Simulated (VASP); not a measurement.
Crystal: InP.

```
In P
1.0
     0.00000    2.99809    2.90389
     2.99809    0.00000    2.90389
     2.99809    2.99809    0.00000
In P
1 1
Direct
  0.00000 0.00000 0.00000
  0.25000 0.25000 0.25000
```

This cell differs from its parent crystal: epitaxial xy strain +1.5%.

Base run:

* Program: VASP 6.6.1
* Functional: r2SCAN
* Potentials or basis: VASP PAW PBE potentials, release 64 (In_d, P)
* Cutoff: 520 eV
* k mesh: 8 × 8 × 8
* Occupations: gaussian, width 0.01 eV
* Spin: no spin polarisation

Its results: band gap on the k mesh 0.85 eV, direct; pressure -1.0 GPa.

**Question.** The run is repeated on the same cell with these changes: functional from r2SCAN to PBE; occupations from gaussian, width 0.01 eV to fermi-dirac, width 0.02 eV. What comes out?

**Answer.** Band gap on the k mesh 0.42 eV, direct; pressure 0.7 GPa.

Caveats: spin-orbit coupling is left out, which moves the levels of the heavy elements; the PAW data sets were made with another functional, which shifts forces and pressure a little (some runs).

